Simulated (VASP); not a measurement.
Input of a VASP 6.6.1 run:

INCAR

```
PREC = Accurate ; ENCUT = 520
EDIFF = 1E-6 ; ISMEAR = -1
SIGMA = 0.05 ; LREAL = False
LASPH = True ; NELM = 80
ALGO = Fast ; ISIF = 2
LWAVE = False ; LCHARG = False
GGA = RE ; NBANDS = 13
```

The input KPOINTS:

```
regular mesh
0
Gamma
  9 9 9
```

Contents of POSCAR:

```
Pb
1.0
    0.0000000000      2.4415696833      2.4415696833
    2.4415696833      0.0000000000      2.4415696833
    2.4415696833      2.4415696833      0.0000000000
Pb
1
Direct
    0.0000000000      0.0000000000      0.0000000000
```

Potentials or basis: VASP PAW PBE potentials, release 64 (Pb_d).

Run with:

```bash
$ cat potpaw_PBE.64/Pb_d/POTCAR > POTCAR
$ mpirun -np 1 vasp_std > vasp.out
```

(1) What does it give for the band gap on the k mesh?

(2) Estimate the pressure.

Answers

(1) zero (band 7 reaches 15.60 eV, above the bottom of band 8 at 6.21 eV).

(2) 5.8 GPa.

Caveat: the PAW data sets were made with another functional, which shifts forces and pressure a little; spin-orbit coupling is left out, which moves the levels of the heavy elements.
